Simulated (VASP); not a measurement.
Input of a VASP 6.6.1 run:

INCAR

```
SYSTEM = InSb
PREC = Accurate
ENCUT = 600
EDIFF = 1E-6
ISMEAR = -1
SIGMA = 0.15
LREAL = .False.
LASPH = .True.
NELM = 100
ALGO = Normal
ISIF = 3
LWAVE = .False.
LCHARG = .False.
GGA = CA
IBRION = 2
NSW = 80
EDIFFG = -0.001
PSTRESS = 200.0
```

Contents of KPOINTS:

```
regular mesh
0
Gamma
  12 12 12
  0 0 0
```

Contents of POSCAR:

```
InSb
1.0
    0.0000000000      3.2255340559      3.2255340559
    3.2255340559      0.0000000000      3.2255340559
    3.2255340559      3.2255340559      0.0000000000
In Sb
1 1
Direct
    0.0000000000      0.0000000000      0.0000000000
    0.7500000000      0.7500000000      0.7500000000
```

Potentials or basis: VASP PAW LDA potentials, release 64 (In_d, Sb).

Launch:

```bash
$ cat potpaw_LDA.64/In_d/POTCAR potpaw_LDA.64/Sb/POTCAR > POTCAR
$ mpirun -np 1 vasp_std > vasp.out
```

(1) What does it give for the band gap on the k mesh?

(2) Predict the relaxed cell.

(3) What does it give for the relaxed volume?

(4) Predict the space group after relaxing (to 0.1 Å).

Results:

(1) 0.66 eV (least direct gap 1.15 eV).

(2) a = 4.212 Å, b = 4.212 Å, c = 4.212 Å, α = 60.00°, β = 60.00°, γ = 60.00°.

(3) 26.41 Å³/atom.

(4) F-43m (No. 216).

Caveat: the cell is relaxed towards a set pressure, so the run minimises the enthalpy, not the energy; the volume moved by over 15 % at a fixed basis, so the end points are rough; semilocal functionals underestimate gaps, and a narrow one can read as zero; spin-orbit coupling is left out, which moves the levels of the heavy elements.
